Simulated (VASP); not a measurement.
## Pb: single point with PBE

Pb:

```
Pb
1.0
     0.00000    3.41689    3.41689
     3.41689    0.00000    3.41689
     3.41689    3.41689    0.00000
Pb
2
Direct
  0.80750 0.89750 0.89750
  0.19250 0.10250 0.10250
```

This cell differs from its parent crystal: shortest bond scaled by 0.82.

```yaml
Program: VASP 6.6.1
Task: single point
Functional: PBE
Potentials_or_basis: VASP PAW PBE potentials, release 64 (Pb_d)
Cutoff: 520 eV
k_mesh: 8 × 8 × 8
Occupations: fermi-dirac, width 0.05 eV
Spin: no spin polarisation
Dipole_correction: no
Further_INCAR_settings: ALGO = Normal; EDIFF = 1e-06; NBANDS = 21
```

```yaml
Pressure: 9.4 GPa
Largest_force: 6.904 eV/Å
Band_gap_on_the_k_mesh: zero (bands 14 and 15 overlap by 1.45 eV)
```

Forces on the atoms (eV/Å):
```
Pb  -3.986  3.986  3.986
Pb   3.986 -3.986 -3.986
```

Stress tensor (GPa, compression positive):
```
  9.44 -10.36 -10.36
-10.36   9.44  10.36
-10.36  10.36   9.44
```

Levels at points of the mesh, in eV from the Fermi level:
```csv
k point,band 12,band 13,band 14,band 15,band 16,band 17
"(0.00, 0.00, 0.00)",-3.72,-1.06,1.33,1.33,1.33,1.33
"(0.50, 0.00, 0.00)",-8.87,-0.96,-0.96,0.21,3.84,3.84
"(0.00, 0.50, 0.00)",-6.45,-1.50,-1.47,0.22,1.82,4.83
"(0.50, 0.50, 0.00)",-7.67,-2.03,-1.94,-0.12,1.40,6.65
```

It took 64 s on 1 thread of Intel(R) Xeon(R) Platinum 8259CL CPU @ 2.50GHz (Skylake/Cascade Lake) (shared host), peak memory 0.25 GiB.

Caveat: the cell differs from its parent crystal (shortest bond scaled by 0.82); the cell stands under pressure; spin-orbit coupling is left out, which moves the levels of the heavy elements; forces of over 1 eV/Å act on the atoms, so gaps and moduli don't describe the material at rest.
